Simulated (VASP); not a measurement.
GaSb: vibrations by perturbation theory with LDA

Crystal: GaSb.

```xyz
2
Lattice="-1.5559 2.6750 2.8933 1.5559 -2.6750 2.8933 1.5559 2.6750 -2.8933" Properties=species:S:1:pos:R:3 pbc="T T T"
Ga    0.0000    0.0000    0.0000
Sb    0.0000    0.0000    2.8933
```

```yaml
Program: VASP 6.6.1
Task: vibrations by perturbation theory
Functional: LDA
Potentials_or_basis: VASP PAW LDA potentials, release 64 (Ga_d, Sb)
Cutoff: 520 eV
k_mesh: 3 × 3 × 3
Occupations: fermi-dirac, width 0.1 eV
Spin: no spin polarisation
Dipole_correction: no
Further_INCAR_settings: ALGO = Normal; EDIFF = 1e-08; IBRION = 8; NSW = 1
```

```yaml
Highest_phonon_frequency_at_Γ_LO-TO_splitting_left_out: 117 cm⁻¹
Most_unstable_mode: 78i cm⁻¹
```

Phonon frequencies in cm⁻¹ (negative: imaginary):
| q point | frequencies |
| --- | --- |
| (0.000, 0.000, 0.000) | -78 -25 0 1 1 117 |

Run time: 54 s on 1 thread of Intel(R) Xeon(R) Platinum 8559C (Emerald Rapids) (shared host), peak memory 0.18 GiB.

Caveat: the k points lie up to 0.78 Å⁻¹ apart; the cell wasn't relaxed at this level first, which shifts response properties; some modes are imaginary.
